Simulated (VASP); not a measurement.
# InAs in VASP: further runs

The runs below take InAs through single point, with PBEsol.

Everything below comes from runs of VASP 6.6.1. Logs are shortened: lines on timing, memory, paths and dates and some standing lists are left out, and cuts for length are marked.

### Step 1. The cell of the first run

Symmetry: I-4m2, No. 119, tetragonal system. The conventional cell has a = 4.304 Å, b = 4.304 Å, c = 5.965 Å, α = 90.00°, β = 90.00°, γ = 90.00°. Within 3.5 Å of In (site symmetry -4m2) lie 4 As at 2.62 Å. Within 3.5 Å of As (site symmetry -4m2) lie 4 In at 2.62 Å.

### Step 2. Single point, PBEsol (strain along c alone, the other axes held: -2.0 %)

File INCAR:

```
PREC = Accurate
ENCUT = 520
EDIFF = 1E-7
ISMEAR = 0
SIGMA = 0.1
LREAL = F
LASPH = T
NELM = 100
ALGO = Normal
ISIF = 2
LWAVE = F
LCHARG = F
GGA = PS
NBANDS = 26
```

File KPOINTS:

```
Automatic mesh
0
Gamma
  12 12 10
```

File POSCAR:

```
InAs
1.0
    3.0435760268      3.0435760268      0.0000000000
   -3.0435760268      3.0435760268      0.0000000000
    0.0000000000      0.0000000000      5.9654090125
In As
2 2
Direct
    0.5000000000      0.0000000000      0.2500000000
    0.0000000000      0.5000000000      0.7500000000
    0.0000000000      0.0000000000      0.0000000000
    0.5000000000      0.5000000000      0.5000000000
```

Potentials or basis: VASP PAW PBE potentials, release 64 (In_d, As).

Launch:

```sh
$ cat potpaw_PBE.64/In_d/POTCAR potpaw_PBE.64/As/POTCAR > POTCAR
$ mpirun -np 1 vasp_std > vasp.out
```

OUTCAR:

```text
PREC = Accurate
   ENCUT = 520
   EDIFF = 1E-7
   ISMEAR = 0
   LREAL = F
   LASPH = T
   NELM = 100
   ISIF = 2
   GGA = PS

 ion  position               nearest neighbor table
   1  0.500  0.000  0.250-   3 2.62   4 2.62   4 2.62   3 2.62
   2  0.000  0.500  0.750-   3 2.62   4 2.62   3 2.62   4 2.62
   3  0.000  0.000  0.000-   1 2.62   2 2.62   2 2.62   1 2.62
   4  0.500  0.500  0.500-   1 2.62   2 2.62   1 2.62   2 2.62

  LATTYP: Found a simple tetragonal cell.
 ALAT       =     4.3042664952
 C/A-ratio  =     1.3859292911

  Lattice vectors:

 A1 = (   3.0435760268,   3.0435760268,   0.0000000000)
 A2 = (  -3.0435760268,   3.0435760268,   0.0000000000)
 A3 = (   0.0000000000,   0.0000000000,   5.9654090125)

Analysis of symmetry for initial positions (statically):
=====================================================================
 Subroutine PRICEL returns following result:

  LATTYP: Found a body centered tetragonal cell.
 ALAT       =     4.3042664952
 C/A-ratio  =     1.3859292911

  Lattice vectors:

 A1 = (   0.0000000000,  -3.0435760268,  -2.9827045063)
 A2 = (   0.0000000000,   3.0435760268,  -2.9827045063)
 A3 = (   3.0435760268,   0.0000000000,   2.9827045063)

   2 primitive cells build up your supercell.

 Routine SETGRP: Setting up the symmetry group for a
 simple tetragonal supercell.

 Subroutine GETGRP returns: Found  8 space group operations
 (whereof  8 operations were pure point group operations)
 out of a pool of 16 trial point group operations.

The static configuration has the point symmetry D_2d.

Analysis of symmetry for dynamics (positions and initial velocities):
=====================================================================
 Subroutine PRICEL returns following result:

  LATTYP: Found a body centered tetragonal cell.
 ALAT       =     4.3042664952
 C/A-ratio  =     1.3859292911

  Lattice vectors:

 A1 = (   0.0000000000,  -3.0435760268,  -2.9827045063)
 A2 = (   0.0000000000,   3.0435760268,  -2.9827045063)
 A3 = (   3.0435760268,   0.0000000000,   2.9827045063)

   2 primitive cells build up your supercell.

 Routine SETGRP: Setting up the symmetry group for a
 simple tetragonal supercell.

 Subroutine GETGRP returns: Found  8 space group operations
 (whereof  8 operations were pure point group operations)
 out of a pool of 16 trial point group operations.

The dynamic configuration has the point symmetry D_2d.

 Subroutine INISYM returns: Found  8 space group operations
 (whereof  8 operations are pure point group operations),
 and found     2 'primitive' translations

----------------------------------------------------------------------------------------

                                     Primitive cell

  volume of cell :      55.2597

  direct lattice vectors                    reciprocal lattice vectors
     0.000000000 -3.043576027 -2.982704506     0.164280437 -0.164280437 -0.167633099
     0.000000000  3.043576027 -2.982704506     0.164280437  0.164280437 -0.167633099
     3.043576027  0.000000000  2.982704506     0.328560874  0.000000000  0.000000000

  length of vectors
     4.261441212  4.261441212  4.261441212     0.286490803  0.286490803  0.328560874

  position of ions in fractional coordinates (direct lattice)
     0.750000000  0.250000000  0.500000000
     0.000000000  0.000000000  0.000000000

  ion indices of the primitive-cell ions
   primitive index   ion index
                 1           1
                 2           3

----------------------------------------------------------------------------------------

 KPOINTS: Automatic mesh

Automatic generation of k-mesh.
 Grid dimensions read from file:
 generate k-points for:   12   12   10

 Generating k-lattice:

  Cartesian coordinates                     Fractional coordinates (reciprocal lattice)
     0.013690036  0.013690036  0.000000000     0.083333333  0.000000000  0.000000000
    -0.013690036  0.013690036  0.000000000     0.000000000  0.083333333  0.000000000
     0.000000000  0.000000000  0.016763310     0.000000000  0.000000000  0.100000000

  Length of vectors
     0.019360635  0.019360635  0.016763310

  Shift w.r.t. Gamma in fractional coordinates (k-lattice)
     0.000000000  0.000000000  0.000000000

 Subroutine IBZKPT returns following result:
 ===========================================

 Found    168 irreducible k-points:

 Following reciprocal coordinates:
            Coordinates               Weight
  0.000000  0.000000  0.000000      1.000000
  0.083333  0.000000  0.000000      4.000000
  0.166667  0.000000  0.000000      4.000000
  0.250000  0.000000  0.000000      4.000000
  0.333333  0.000000  0.000000      4.000000
  0.416667  0.000000  0.000000      4.000000
[... 16 lines left out ...]
  0.333333  0.333333  0.000000      4.000000
  0.416667  0.333333  0.000000      8.000000
 [... further k-points ...]
   k-points           NKPTS =    168   k-points in BZ     NKDIM =    168   number of bands    NBANDS=     26
   number of dos      NEDOS =    301   number of ions     NIONS =      4
   total plane-waves  NPLWV =  49152
   dimension x,y,z NGX =    32 NGY =   32 NGZ =   48
   dimension x,y,z NGXF=    64 NGYF=   64 NGZF=   96
   ions per type =               2   2
   NGX,Y,Z   is equivalent  to a cutoff of  12.36, 12.36, 13.38 a.u.
   NGXF,Y,Z  is equivalent  to a cutoff of  24.72, 24.72, 26.75 a.u.
 SYSTEM =  unknown system
   PREC   = accura    normal or accurate (medium, high low for compatibility)
   ISTART =      0    job   : 0-new  1-cont  2-samecut
   ICHARG =      2    charge: 1-file 2-atom 10-const
   ISPIN  =      1    spin polarized calculation?
   LNONCOLLINEAR =      F non collinear calculations
   LSORBIT =      F    spin-orbit coupling
   LASPH  =      T    aspherical Exc in radial PAW
   ENCUT  =  520.0 eV  38.22 Ry    6.18 a.u.   8.00  8.00 11.09*2*pi/ulx,y,z
   NELM   =    100;   NELMIN=  2; NELMDL= -5     # of ELM steps
   EDIFF  = 0.1E-06   stopping-criterion for ELM
   LREAL  =      F    real-space projection
   EDIFFG = 0.1E-05   stopping-criterion for IOM
   NSW    =      0    number of steps for IOM
   IBRION =     -1    ionic relax: 0-MD 1-quasi-New 2-CG
   NFREE  =      0    steps in history (QN), initial steepest desc. (CG)
   ISIF   =      2    stress and relaxation
   ISYM   =      2    0-nonsym 1-usesym 2-fastsym
   POTIM  = 0.5000    time-step for ionic-motion
   TEBEG  =    0.0;   TEEND  =   0.0 temperature during run
   PSTRESS=    0.0 pullay stress
   NELECT =      36.0000    total number of electrons
   NUPDOWN=      -1.0000    fix difference up-down
   EMIN   =  10.00;   EMAX   =-10.00  energy-range for DOS
   EFERMI =   0.00;   METHOD = LEGACY
   ISMEAR =     0;   SIGMA  =   0.10  broadening in eV -4-tet -1-fermi 0-gaus
   EFERMI_NEDOS =   21; number of points for ismear=-14 and -15
   IALGO  =     38    algorithm
   IMIX   =      4    mixing-type and parameters
     AMIX     =   0.40;   BMIX     =  1.00
     AMIX_MAG =   1.60;   BMIX_MAG =  1.00
  volume/ion in A,a.u.               =      27.63       186.46
  Fermi-wavevector in a.u.,A,eV,Ry     =   1.126409  2.128605 17.263038  1.268797
  Thomas-Fermi vector in A             =   2.263091
   LORBIT       =      0    0 simple, 1 ext, 2 COOP (PROOUT), +10 PAW based schemes
   GGA     = PS    functional components
   LHFCALC =     F    Hartree Fock is set to
   AEXX    =    0.0000 exact exchange contribution
   IVDW    =     0    specifies the selected vdW correction
   LEPSILON=     F    determine dielectric tensor
   LRPA    =     F    only Hartree local field effects (RPA)
 non-spin polarized calculation
 Gauss-broadening in eV      SIGMA  =   0.10
  energy-cutoff  :      520.00
  volume of cell :      110.52
 maximum number of plane-waves:      3016
   NGX = 17   NGY = 17   NGZ = 23

 number of electron      36.0000002 magnetization

 Free energy of the ion-electron system (eV)
  ---------------------------------------------------
  ext. energy  EPLUGINS =         0.00000000
  ---------------------------------------------------
  free energy    TOTEN  =       -16.96896338 eV

  energy without entropy =      -16.96879381  energy(sigma->0) =      -16.96887860

 E-fermi :   4.4506     XC(G=0):  -9.2862

 val. band max:        4.4392706029   @ k =   0.0000   0.0000   0.0000
 cond. band min:       5.0338995275   @ k =   0.0833   0.0000   0.0000
 fundamental gap:      0.5946289246
 Fermi energy:         4.4506307599

 k-point     1 :       0.0000    0.0000    0.0000
  band No.  band energies     occupation
      1     -10.1464      2.00000
      2      -9.9592      2.00000
      3      -9.9592      2.00000
      4      -9.9523      2.00000
      5      -9.8747      2.00000
      6      -9.8747      2.00000
[... 18 lines left out ...]
     25      11.7031      0.00000
     26      13.5906      0.00000

 k-point     2 :       0.0833    0.0000    0.0000
  band No.  band energies     occupation
      1     -10.1435      2.00000
      2      -9.9660      2.00000
      3      -9.9577      2.00000
      4      -9.9498      2.00000
      5      -9.8797      2.00000
      6      -9.8761      2.00000
[... 18 lines left out ...]
     25      12.0073      0.00000
     26      12.9619      0.00000

 k-point     3 :       0.1667    0.0000    0.0000
  band No.  band energies     occupation
      1     -10.1357      2.00000
      2      -9.9842      2.00000
      3      -9.9533      2.00000
      4      -9.9433      2.00000
      5      -9.8879      2.00000
      6      -9.8801      2.00000
[... 18 lines left out ...]
     25      12.2120      0.00000
     26      12.5075      0.00000

 k-point     4 :       0.2500    0.0000    0.0000
  band No.  band energies     occupation
      1     -10.1247      2.00000
      2     -10.0094      2.00000
      3      -9.9464      2.00000
      4      -9.9349      2.00000
      5      -9.8974      2.00000
      6      -9.8867      2.00000
[... 18 lines left out ...]
     25      11.5914      0.00000
     26      11.7301      0.00000

 k-point     5 :       0.3333    0.0000    0.0000
  band No.  band energies     occupation
      1     -10.1121      2.00000
      2     -10.0363      2.00000
      3      -9.9375      2.00000
      4      -9.9272      2.00000
      5      -9.9059      2.00000
      6      -9.8952      2.00000
[... 18 lines left out ...]
     25      11.0045      0.00000
     26      11.1842      0.00000

 k-point     6 :       0.4167    0.0000    0.0000
  band No.  band energies     occupation
      1     -10.0981      2.00000
      2     -10.0610      2.00000
      3      -9.9272      2.00000
      4      -9.9213      2.00000
      5      -9.9122      2.00000
      6      -9.9053      2.00000
[... 427 lines left out ...]
 k-point    21 :       0.4167    0.2500    0.0000
  band No.  band energies     occupation
      1     -10.1195      2.00000
      2     -10.1021      2.00000
      3      -9.9026      2.00000
      4      -9.9016      2.00000
      5      -9.8958      2.00000
      6      -9.8842      2.00000
[... 18 lines left out ...]
     25      11.8903      0.00000
     26      12.0448      0.00000

 k-point    22 :       0.5000    0.2500    0.0000
  band No.  band energies     occupation
      1     -10.1138      2.00000
      2     -10.1138      2.00000
      3      -9.9006      2.00000
      4      -9.9006      2.00000
      5      -9.8890      2.00000
      6      -9.8890      2.00000
[... 18 lines left out ...]
     25      12.4713      0.00000
     26      12.4715      0.00000

 k-point    23 :       0.3333    0.3333    0.0000
  band No.  band energies     occupation
      1     -10.1272      2.00000
      2     -10.1048      2.00000
      3      -9.8986      2.00000
      4      -9.8960      2.00000
      5      -9.8937      2.00000
      6      -9.8794      2.00000
[... 18 lines left out ...]
     25      11.6376      0.00000
     26      11.6681      0.00000

 k-point    24 :       0.4167    0.3333    0.0000
  band No.  band energies     occupation
      1     -10.1308      2.00000
      2     -10.1204      2.00000
      3      -9.8917      2.00000
      4      -9.8890      2.00000
      5      -9.8857      2.00000
      6      -9.8790      2.00000
[... 18 lines left out ...]
     25      12.2229      0.00000
     26      12.5789      0.00000

 [... further k-points ...]

------------------------ aborting loop because EDIFF is reached ----------------------------------------

  FORCE on cell =-STRESS in cart. coord.  units (eV):
  Direction    XX          YY          ZZ          XY          YZ          ZX
  --------------------------------------------------------------------------------------
  -------------------------------------------------------------------------------------
  Total        0.7208621      0.7208621      1.1725707      0.0000000      0.0000000      0.0000000
  in kB       10.4501913     10.4501913     16.9985198      0.0000000      0.0000000      0.0000000
  external PRESSURE =      12.6329674 kB  Pullay stress =       0.0000000 kB

 VOLUME and BASIS-vectors are now :
 -----------------------------------------------------------------------------
  energy-cutoff  :      520.00
  volume of cell :      110.52
      direct lattice vectors                 reciprocal lattice vectors
     3.043576027  3.043576027  0.000000000     0.164280437  0.164280437  0.000000000
    -3.043576027  3.043576027  0.000000000    -0.164280437  0.164280437  0.000000000
     0.000000000  0.000000000  5.965409013     0.000000000  0.000000000  0.167633099

 POSITION                                       TOTAL-FORCE (eV/Angst)
 -----------------------------------------------------------------------------------
      1.52179      1.52179      1.49135         0.000000      0.000000      0.000000
     -1.52179      1.52179      4.47406         0.000000      0.000000      0.000000
      0.00000      0.00000      0.00000        -0.000000     -0.000000      0.000000
      0.00000      3.04358      2.98270        -0.000000     -0.000000     -0.000000
 -----------------------------------------------------------------------------------
    total drift:                               -0.000000      0.000000     -0.000000

  FREE ENERGIE OF THE ION-ELECTRON SYSTEM (eV)
  ---------------------------------------------------
  free  energy   TOTEN  =       -16.9689633782 eV

  energy  without entropy=      -16.9687938132  energy(sigma->0) =      -16.96887860
```

Run time: 2.9 min. Hardware: 1 thread of Intel Xeon 6975P-C (Granite Rapids), shared host; peak memory 0.52 GiB.

What came out:

```
Free energy : -16.9690 eV
Pressure    : 1.3 GPa
```

Caveat: the cell differs from its parent crystal (strain along c alone, the other axes held: -2.0 %); the PAW data sets were made with another functional, which shifts forces and pressure a little; spin-orbit coupling is left out, which moves the levels of the heavy elements.

### Step 3. Single point, PBEsol (strain along c alone, the other axes held: -1.0 %)

File INCAR:

```
SYSTEM = InAs
PREC = Accurate ; ENCUT = 520
EDIFF = 1E-6 ; ISMEAR = 0
SIGMA = 0.1 ; LREAL = .False.
LASPH = .True. ; NELM = 60
ALGO = Normal ; ISIF = 2
LWAVE = .False. ; LCHARG = .False.
GGA = PS ; NBANDS = 26
```

File KPOINTS:

```
Automatic mesh
0
Gamma
  12 12 10
  0 0 0
```

Changes to POSCAR since step 2:

```diff
@@ -4,3 +4,3 @@
    -3.0435760268      3.0435760268      0.0000000000
-    0.0000000000      0.0000000000      5.9654090125
+    0.0000000000      0.0000000000      6.0262805331
 In As
```

Potentials or basis: VASP PAW PBE potentials, release 64 (In_d, As).

Launch:

```sh
$ cat potpaw_PBE.64/In_d/POTCAR potpaw_PBE.64/As/POTCAR > POTCAR
$ mpirun -np 1 vasp_std > vasp.out
```

Wall time 2.3 min (1 thread of Intel Xeon 6975P-C (Granite Rapids), shared host); peak memory 0.51 GiB.

It converged, with:

```yaml
Free_energy: -16.9782 eV
Pressure: 0.6 GPa
```

Stress tensor (GPa, compression positive):
```
0.53 0.00 0.00
0.00 0.53 0.00
0.00 0.00 0.87
```

Levels at points of the mesh, in eV from the Fermi level:
```csv
k point,band 15,band 16,band 17,band 18,band 19,band 20,band 21,band 22
"(0.00, 0.00, 0.00)",-2.42,-0.40,-0.09,-0.09,-0.04,1.36,1.85,3.77
"(0.50, 0.00, 0.00)",-2.87,-2.87,-1.14,-1.14,2.41,2.41,4.83,4.83
"(0.50, 0.50, 0.00)",-2.37,-2.37,-2.36,-2.36,1.40,1.40,1.94,1.94
"(0.00, 0.00, 0.50)",-1.52,-1.52,-1.52,-1.52,2.07,2.07,2.63,2.63
"(0.50, 0.00, 0.50)",-1.09,-1.09,-1.02,-1.02,0.78,0.78,4.52,4.52
"(0.50, 0.50, 0.50)",-3.02,-3.02,-2.94,-2.94,4.12,4.12,4.18,4.18
```

Caveat: the cell differs from its parent crystal (strain along c alone, the other axes held: -1.0 %); the PAW data sets were made with another functional, which shifts forces and pressure a little; spin-orbit coupling is left out, which moves the levels of the heavy elements.

### Step 4. Single point, PBEsol

This run uses another cell than the first one, of 28.19 Å³/atom, 1.020 times its volume.

File INCAR:

```
PREC = Accurate
ENCUT = 520
EDIFF = 1E-7
ISMEAR = 0
SIGMA = 0.1
LREAL = False
LASPH = True
NELM = 100
ALGO = Normal
ISIF = 2
LWAVE = False
LCHARG = True
GGA = PS
LELF = True
LVHAR = True
NBANDS = 26
```

File KPOINTS:

```
Automatic mesh
0
Gamma
  12 12 10
```

Changes to POSCAR since step 3:

```diff
@@ -4,3 +4,3 @@
    -3.0435760268      3.0435760268      0.0000000000
-    0.0000000000      0.0000000000      6.0262805331
+    0.0000000000      0.0000000000      6.0871520536
 In As
```

Launch:

```sh
$ cat potpaw_PBE.64/In_d/POTCAR potpaw_PBE.64/As/POTCAR > POTCAR
$ mpirun -np 1 vasp_std > vasp.out
```

Wall time 2.7 min (1 thread of Intel Xeon 6975P-C (Granite Rapids), shared host); peak memory 0.52 GiB.

It converged, with:

```yaml
Free_energy: -16.9819 eV
Pressure: 0.1 GPa
Band_gap_on_the_k_mesh: zero (filled and empty bands touch)
```

Levels at points of the mesh, in eV from the Fermi level:
| k point | band 16 | band 17 | band 18 | band 19 | band 20 | band 21 |
| --- | --- | --- | --- | --- | --- | --- |
| (0.00, 0.00, 0.00) | -0.46 | -0.07 | -0.07 | -0.07 | 1.40 | 1.91 |
| (0.50, 0.00, 0.00) | -2.86 | -1.10 | -1.10 | 2.42 | 2.42 | 4.82 |
| (0.50, 0.50, 0.00) | -2.35 | -2.35 | -2.35 | 1.40 | 1.40 | 1.91 |
| (0.00, 0.00, 0.50) | -1.47 | -1.47 | -1.47 | 2.12 | 2.12 | 2.59 |
| (0.50, 0.00, 0.50) | -1.04 | -1.04 | -1.04 | 0.76 | 0.76 | 4.54 |
| (0.50, 0.50, 0.50) | -2.98 | -2.90 | -2.90 | 4.02 | 4.02 | 4.13 |

Caveat: the PAW data sets were made with another functional, which shifts forces and pressure a little; spin-orbit coupling is left out, which moves the levels of the heavy elements.

### Step 5. The runs side by side

```tsv
cell	pressure (GPa)
a = 4.304, b = 4.304, c = 5.965 Å, 4 atoms	1.3
a = 4.304, b = 4.304, c = 6.026 Å, 4 atoms	0.6
a = 4.304, b = 4.304, c = 6.087 Å, 4 atoms	0.1
```

Alike in all rows: task single point; level PBEsol; potentials or basis VASP PAW PBE potentials, release 64 (In_d, As); no spin polarisation; k mesh 12 × 12 × 10; cutoff (eV) 520; smearing gaussian 0.1 eV.

Caveats: the PAW data sets were made with another functional, which shifts forces and pressure a little; spin-orbit coupling is left out, which moves the levels of the heavy elements.

Total energies depend on the potentials used, so only differences within one code and one set of settings carry meaning.
